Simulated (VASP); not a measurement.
# H5C16F in VASP: single point with r2SCAN+D3(BJ)

Aim: the single point of H5C16F with r2SCAN+D3(BJ).

All numbers are computed with VASP 6.6.1; they aren't measurements. Logs are shortened: lines on timing, memory, paths and dates and some standing lists are left out, and cuts for length are marked.

## 1. The cell of the first run

The cell holds a slab with vacuum, 22 atoms: a = 5.049 Å, b = 5.049 Å, c = 15.676 Å, α = 90.00°, β = 90.00°, γ = 60.00°.

## 2. Single point, r2SCAN+D3(BJ)

Contents of POSCAR:

```
H5C16F
1.0
    5.0487420000      0.0000000000      0.0000000000
    2.5243710000      4.3723390000      0.0000000000
    0.0000000000      0.0000000000     15.6764260000
H C F
5 16 1
Direct
    0.1666667000      0.1666667000      0.0637901000
    0.6666667000      0.1666667000      0.0637901000
    0.1666667000      0.6666667000      0.0637901000
    0.6666667000      0.6666667000      0.0637901000
    0.9786803242      0.5108448435      0.3693932074
    0.1666667000      0.1666667000      0.1339591000
    0.6666667000      0.1666667000      0.1339591000
    0.1666667000      0.6666667000      0.1339591000
    0.6666667000      0.6666667000      0.1339591000
   -0.1666667000      0.3333333000      0.1668292000
    0.3333333000      0.3333333000      0.1668292000
   -0.1666667000      0.8333333000      0.1668292000
    0.3333333000      0.8333333000      0.1668292000
   -0.1746166669      0.3381914389      0.2665611522
    0.3313161997      0.3343224559      0.2741164453
   -0.1745927587      0.8364160133      0.2665437426
    0.3287159566      0.8356208988      0.2674146990
   -0.0085147487      0.0042631372      0.2970909065
    0.4933009436      0.0026035864      0.2895247150
   -0.0090709464      0.5045273422      0.2999514772
    0.4932320321      0.5041037359      0.2895215209
    0.9872676239      1.0064182411      0.3859683445
```

Contents of INCAR.step1:

```
PREC = Accurate
ENCUT = 520
ISMEAR = -1
SIGMA = 0.02
LREAL = Auto
LASPH = T
NELM = 80
NBANDS = 55
GGA = PE
ALGO = Normal
EDIFF = 1E-4
LWAVE = T
LCHARG = F
```

Contents of INCAR.step2:

```
PREC = Accurate
ENCUT = 520
EDIFF = 1E-6
ISMEAR = -1
SIGMA = 0.02
LREAL = Auto
LASPH = T
NELM = 80
ALGO = Normal
ISIF = 2
LWAVE = F
LCHARG = T
METAGGA = R2SCAN
LMIXTAU = T
IVDW = 12
VDW_S6 = 1.0
VDW_S8 = 0.78981345
VDW_A1 = 0.49484001
VDW_A2 = 5.73083694
LELF = T
LVHAR = T
NBANDS = 55
ISTART = 1
```

Contents of KPOINTS:

```
Automatic mesh
0
Gamma
  2 2 1
```

Potentials or basis: VASP PAW PBE potentials, release 64 (H, C, F).

Command:

```bash
cat potpaw_PBE.64/H/POTCAR potpaw_PBE.64/C/POTCAR potpaw_PBE.64/F/POTCAR > POTCAR
cp INCAR.step1 INCAR
mpirun -np 1 vasp_std > vasp.out
cp INCAR.step2 INCAR
mpirun -np 1 vasp_std > vasp.out
```

OUTCAR:

```text
PREC = Accurate
   ENCUT = 520
   EDIFF = 1E-6
   ISMEAR = -1
   LREAL = Auto
   LASPH = T
   NELM = 80
   ISIF = 2
   METAGGA = R2SCAN
   IVDW = 12
   ISTART = 1
 IVDW          = 12

 ion  position               nearest neighbor table
   1  0.167  0.167  0.064-   6 1.10
   2  0.667  0.167  0.064-   7 1.10
   3  0.167  0.667  0.064-   8 1.10
   4  0.667  0.667  0.064-   9 1.10
   5  0.979  0.511  0.369-  20 1.09
   6  0.167  0.167  0.134-   1 1.10  11 1.55  10 1.55  13 1.55
   7  0.667  0.167  0.134-   2 1.10  10 1.55  11 1.55  12 1.55
   8  0.167  0.667  0.134-   3 1.10  13 1.55  12 1.55  11 1.55
   9  0.667  0.667  0.134-   4 1.10  12 1.55  13 1.55  10 1.55
  10  0.833  0.333  0.167-   7 1.55   6 1.55   9 1.55  14 1.56
  11  0.333  0.333  0.167-   6 1.55   7 1.55   8 1.55  15 1.68
  12  0.833  0.833  0.167-   9 1.55   8 1.55   7 1.55  16 1.56
  13  0.333  0.833  0.167-   8 1.55   9 1.55   6 1.55  17 1.58
  14  0.825  0.338  0.267-  21 1.50  18 1.54  20 1.54  10 1.56
  15  0.331  0.334  0.274-  21 1.47  19 1.47  20 1.54  11 1.68
  16  0.825  0.836  0.267-  19 1.50  18 1.54  20 1.54  12 1.56
  17  0.329  0.836  0.267-  21 1.49  19 1.49  18 1.55  13 1.58
  18  0.991  0.004  0.297-  22 1.39  14 1.54  16 1.54  17 1.55
  19  0.493  0.003  0.290-  15 1.47  17 1.49  16 1.50
  20  0.991  0.505  0.300-   5 1.09  15 1.54  14 1.54  16 1.54
  21  0.493  0.504  0.290-  15 1.47  17 1.49  14 1.50
  22  0.987  0.006  0.386-  18 1.39

  LATTYP: Found a hexagonal cell.
 ALAT       =     5.0487421480
 C/A-ratio  =     3.1050161685

  Lattice vectors:

 A1 = (  -2.5243710000,  -4.3723390000,   0.0000000000)
 A2 = (   5.0487420000,   0.0000000000,   0.0000000000)
 A3 = (   0.0000000000,   0.0000000000,  15.6764260000)

Analysis of symmetry for initial positions (statically):
=====================================================================
 Subroutine PRICEL returns:
 Original cell was already a primitive cell.

 Routine SETGRP: Setting up the symmetry group for a
 hexagonal supercell.

 Subroutine GETGRP returns: Found  1 space group operations
 (whereof  1 operations were pure point group operations)
 out of a pool of 24 trial point group operations.

The static configuration has the point symmetry C_1 .

Analysis of symmetry for dynamics (positions and initial velocities):
=====================================================================
 Subroutine PRICEL returns:
[... 131 lines left out ...]
   NSW    =      0    number of steps for IOM
   IBRION =     -1    ionic relax: 0-MD 1-quasi-New 2-CG
   NFREE  =      0    steps in history (QN), initial steepest desc. (CG)
   ISIF   =      2    stress and relaxation
   ISYM   =      2    0-nonsym 1-usesym 2-fastsym
   POTIM  = 0.5000    time-step for ionic-motion
   TEBEG  =    0.0;   TEEND  =   0.0 temperature during run
   PSTRESS=    0.0 pullay stress
   NELECT =      76.0000    total number of electrons
   NUPDOWN=      -1.0000    fix difference up-down
   EMIN   =  10.00;   EMAX   =-10.00  energy-range for DOS
   EFERMI =   0.00;   METHOD = LEGACY
   ISMEAR =    -1;   SIGMA  =   0.02  broadening in eV -4-tet -1-fermi 0-gaus
   EFERMI_NEDOS =   21; number of points for ismear=-14 and -15
   IALGO  =     38    algorithm
   IMIX   =      4    mixing-type and parameters
     AMIX     =   0.40;   BMIX     =  1.00
     AMIX_MAG =   1.60;   BMIX_MAG =  1.00
  volume/ion in A,a.u.               =      15.73       106.15
  Fermi-wavevector in a.u.,A,eV,Ry     =   0.987714  1.866509 13.273565  0.975580
  Thomas-Fermi vector in A             =   2.119188
   LORBIT       =      0    0 simple, 1 ext, 2 COOP (PROOUT), +10 PAW based schemes
   METAGGA = R2SCAN    functional components
   LHFCALC =     F    Hartree Fock is set to
   AEXX    =    0.0000 exact exchange contribution
   IVDW    =    12    specifies the selected vdW correction
   LEPSILON=     F    determine dielectric tensor
   LRPA    =     F    only Hartree local field effects (RPA)
 non-spin polarized calculation
  energy-cutoff  :      520.00
  volume of cell :      346.05
 maximum number of plane-waves:      9383
 NGX is ok and might be reduce to    40
   NGX = 19   NGY = 19   NGZ = 59

 number of electron      75.9999999 magnetization

 Free energy of the ion-electron system (eV)
  ---------------------------------------------------
  ext. energy  EPLUGINS =         0.00000000
  ---------------------------------------------------
  free energy    TOTEN  =      -176.45617952 eV

  energy without entropy =     -176.44320851  energy(sigma->0) =     -176.44969402

 E-fermi :   0.4509     XC(G=0):  -5.3560

 val. band max:        0.4114105644   @ k =   0.5000   0.5000   0.0000
 cond. band min:       0.4735057777   @ k =   0.0000   0.0000   0.0000
 fundamental gap:      0.0620952132
 Fermi energy:         0.4508737787

 k-point     1 :       0.0000    0.0000    0.0000
  band No.  band energies     occupation
      1     -27.3663      2.00000
      2     -21.8861      2.00000
      3     -18.9667      2.00000
      4     -16.6073      2.00000
      5     -16.5542      2.00000
      6     -16.4826      2.00000
[... 201 lines left out ...]
     49       7.1905      0.00000
     50       7.3124      0.00000
 [bands above 50 left out]

------------------------ aborting loop because EDIFF is reached ----------------------------------------

 Edisp (eV)   -0.96669

 E8    (eV) :    -0.2056

  FORCE on cell =-STRESS in cart. coord.  units (eV):
  Direction    XX          YY          ZZ          XY          YZ          ZX
  --------------------------------------------------------------------------------------
  -------------------------------------------------------------------------------------
  Total      -2.34807    -1.57819    -2.51107     0.66539    -0.01198     0.00410
  in kB     -10.87120    -7.30678   -11.62589     3.08063    -0.05549     0.01897
  external pressure =       -9.93 kB  Pullay stress =        0.00 kB

 VOLUME and BASIS-vectors are now :
 -----------------------------------------------------------------------------
  energy-cutoff  :      520.00
  volume of cell :      346.05
      direct lattice vectors                 reciprocal lattice vectors
     5.048742000  0.000000000  0.000000000     0.198069143 -0.114355268  0.000000000
     2.524371000  4.372339000  0.000000000     0.000000000  0.228710537  0.000000000
     0.000000000  0.000000000 15.676426000     0.000000000  0.000000000  0.063790050

 POSITION                                       TOTAL-FORCE (eV/Angst)
 -----------------------------------------------------------------------------------
      1.26219      0.72872      1.00000         0.088061      0.082865     -0.023770
      3.78656      0.72872      1.00000        -0.049266      0.028487      0.060381
      2.52437      2.91489      1.00000        -0.027715     -0.117900     -0.023733
      5.04874      2.91489      1.00000        -0.015282      0.008846     -0.005378
      6.23067      2.23359      5.79077        -0.001125     -0.004181      0.048645
      1.26219      0.72872      2.10000        -0.130382     -0.135490      1.385363
[... 14 lines left out ...]
      3.76275      2.20411      4.53866        -0.001701     -0.018226      0.036823
      5.00066      0.02806      6.05060        -0.007290      0.001939      0.393339
 -----------------------------------------------------------------------------------
    total drift:                                0.029160     -0.016368      0.015535

  FREE ENERGIE OF THE ION-ELECTRON SYSTEM (eV)
  ---------------------------------------------------
  free  energy   TOTEN  =      -177.4228685891 eV

  energy  without entropy=     -177.4098975834  energy(sigma->0) =     -177.41638309
```

Wall time 16 min (1 thread of Intel Xeon 8259CL, shared host); peak memory 0.52 GiB.

What came out:

* Free energy: -177.4229 eV
* Largest force: 2.048 eV/Å
* Band gap on the k mesh: 0.06 eV (least direct gap 0.30 eV)
* Dispersion energy per atom: -0.044 eV

Forces in eV/Å, atoms in the order of the input:
```
H    0.088  0.083 -0.024
H   -0.049  0.028  0.060
H   -0.028 -0.118 -0.024
H   -0.015  0.009 -0.005
H   -0.001 -0.004  0.049
C   -0.130 -0.135  1.385
C    0.009 -0.005  1.579
C    0.052  0.180  1.384
C   -0.015  0.009  1.313
C    0.205 -0.042 -1.244
C    0.316 -0.183 -1.382
C    0.140 -0.156 -1.247
C   -0.574  0.331 -1.937
C    0.004  0.006 -0.008
C    0.004 -0.003 -0.010
C   -0.004 -0.009 -0.004
C    0.007  0.002  0.004
C   -0.007  0.004 -0.363
C    0.006  0.015  0.035
C    0.002  0.004  0.009
C   -0.002 -0.018  0.037
F   -0.007  0.002  0.393
```

Levels at points of the mesh, in eV from the valence-band top:
```
           k point  band 34  band 35  band 36  band 37  band 38  band 39  band 40  band 41  band 42  band 43
(0.00, 0.00, 0.00)    -3.18    -3.08    -1.75    -1.73    -0.37     0.06     2.50     3.98     4.38     4.71
(0.50, 0.00, 0.00)    -4.83    -3.80    -3.73    -3.29    -0.23     0.48     3.61     3.62     4.73     5.65
(0.50, 0.50, 0.00)    -4.73    -4.18    -3.64    -3.38     0.00     0.30     3.60     3.63     5.03     5.46
(0.00, 0.50, 0.00)    -4.73    -4.18    -3.64    -3.38     0.00     0.30     3.60     3.63     5.03     5.46
```

Caveat: the k points lie up to 0.72 Å⁻¹ apart; the PAW data sets were made with another functional, which shifts forces and pressure a little.
